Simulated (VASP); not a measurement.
Wanted: the native input for a VASP 6.6.1 run.

```yaml
Task: single point
Functional: revPBE
Potentials_or_basis: VASP PAW PBE potentials, release 64 (Sn_d)
Cutoff: 520 eV
k_mesh: 13 × 13 × 13
Occupations: fermi-dirac, width 0.1 eV
Spin: no spin polarisation
Dipole_correction: no
Further_INCAR_settings: ALGO = Normal; EDIFF = 1e-06; NBANDS = 21
```

The structure of Sn lies in POSCAR:

```
Sn
1.0
    0.0000000000      3.3564550401      3.3564550401
    3.3564550401      0.0000000000      3.3564550401
    3.3564550401      3.3564550401      0.0000000000
Sn
2
Direct
    0.5000000000      0.5000000000      0.5000000000
    0.7500000000      0.7500000000      0.7500000000
```

This isn't the form of Sn at room conditions, which is tetragonal (white tin).

One way to write it, as run:

INCAR

```
PREC     = Accurate       # precision mode
ENCUT    = 520            # plane-wave cutoff, eV
EDIFF    = 1E-6           # SCF threshold, eV
ISMEAR   = -1             # smearing method
SIGMA    = 0.1            # smearing width, eV
LREAL    = F              # projectors in reciprocal space
LASPH    = T              # aspherical terms in the spheres
NELM     = 80             # most SCF steps
ALGO     = Normal         # electronic algorithm
ISIF     = 2              # what is computed and relaxed
LWAVE    = F              # write WAVECAR
LCHARG   = F              # write CHGCAR
GGA      = RE             # functional
NBANDS   = 21             # bands
```

KPOINTS

```
regular mesh
0
Gamma
  13 13 13
```

Potentials or basis: VASP PAW PBE potentials, release 64 (Sn_d).

The run is started by

```sh
$ cat potpaw_PBE.64/Sn_d/POTCAR > POTCAR
$ mpirun -np 1 vasp_std > vasp.out
```

It gave:

```
Pressure               : 0.0 GPa
Band gap on the k mesh : zero (bands 14 and 15 overlap by 0.21 eV)
```

Caveat: the PAW data sets were made with another functional, which shifts forces and pressure a little; spin-orbit coupling is left out, which moves the levels of the heavy elements.

It took 80 s on 1 thread of AMD EPYC 7R13 Processor (Zen 3), with other jobs on the host, peak memory 0.23 GiB.
